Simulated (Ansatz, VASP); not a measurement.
PbSe: VASP beside Ansatz

```
Pb Se
1.0
     0.00000    3.17478    3.17478
     3.17478    0.00000    3.17478
     3.17478    3.17478    0.00000
Pb Se
1 1
Direct
  0.50000 0.50000 0.50000
  0.00000 0.00000 0.00000
```

Alike in both runs: task single point; functional PBE; k mesh 10 × 10 × 10; occupations gaussian, width 0.05 eV; non-collinear spin, spin-orbit coupling.

|  | VASP | Ansatz |
| --- | --- | --- |
| version | VASP 6.6.1 | Ansatz 0.2.0 |
| potentials or method | VASP PAW PBE potentials, release 64 (Pb_d, Se), cutoff 520 eV | plane waves, PAW |
| valence electrons in the cell | 20 | 30 |

|  | VASP | Ansatz | Ansatz less VASP |
| --- | --- | --- | --- |
| pressure (GPa) | -2.6 | -2.6 | -0.03 |
| net moment per atom (μB) | 0.00 | 0.00 | 0.000 |

VASP's potentials hold 20 valence electrons a cell and Ansatz's 30, so a difference there can come from the potentials and not from the codes.
